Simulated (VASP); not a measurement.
SnO2 (Cassiterite):

```
Sn O
1.0
     4.64128    0.00000    0.00000
     0.00000    4.64128    0.00000
     0.00000    0.00000    3.12145
Sn O
2 4
Cartesian
  2.3206 2.3206 1.5607
  0.0000 0.0000 0.0000
  3.7460 0.8953 1.5607
  3.2159 3.2159 0.0000
  0.8953 3.7460 1.5607
  1.4253 1.4253 0.0000
```

Base run:

| Quantity | Value |
| --- | --- |
| Program | VASP 6.6.1 |
| Functional | BLYP |
| Dispersion | D3(BJ) |
| Potentials or basis | VASP PAW PBE potentials, release 64 (Sn_d, O) |
| Cutoff | 520 eV |
| k mesh | 6 × 6 × 8 |
| Occupations | fermi-dirac, width 0.05 eV |
| Spin | no spin polarisation |

Its results: band gap on the k mesh 2.12 eV, direct; pressure 27.8 GPa; largest force 0.682 eV/Å.

Problem. The run is repeated on the same cell with these changes: functional from BLYP to revPBE; further incar settings from ALGO = Normal; EDIFF = 1e-06; NBANDS = 35 to ALGO = Normal; EDIFF = 1e-07; NBANDS = 35. What comes out?

Solution. Band gap on the k mesh 2.09 eV, direct; pressure 25.0 GPa; largest force 0.620 eV/Å.

Caveats: the PAW data sets were made with another functional, which shifts forces and pressure a little; spin-orbit coupling is left out, which moves the levels of the heavy elements.

